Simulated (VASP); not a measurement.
Crystal: AlN.

```
Al N
1.0
     3.11300    0.00000    0.00000
    -1.55650    2.69594    0.00000
     0.00000    0.00000    4.98100
Al N
2 2
Direct
  0.33333 0.66667 0.00000
  0.66667 0.33333 0.50000
  0.33333 0.66667 0.38000
  0.66667 0.33333 0.88000
```

Base run:

```yaml
Program: VASP 6.6.1
Functional: PBE
Potentials_or_basis: VASP PAW PBE potentials, release 64 (Al, N)
Cutoff: 520 eV
k_mesh: 11 × 11 × 6
Occupations: fermi-dirac, width 0.02 eV
Spin: no spin polarisation
```

Its results: band gap on the k mesh 4.22 eV, direct; pressure 3.5 GPa; largest force 0.129 eV/Å.

Problem. The run is repeated on the same cell with these changes: dispersion from none to D4. What comes out?

Solution. Band gap on the k mesh 4.22 eV, direct; pressure -1.2 GPa; largest force 0.128 eV/Å.

Dispersion adds attraction, which lowers the pressure at fixed volume and, as a term added to the energy, leaves the levels alone.

A k mesh can miss the band edges.
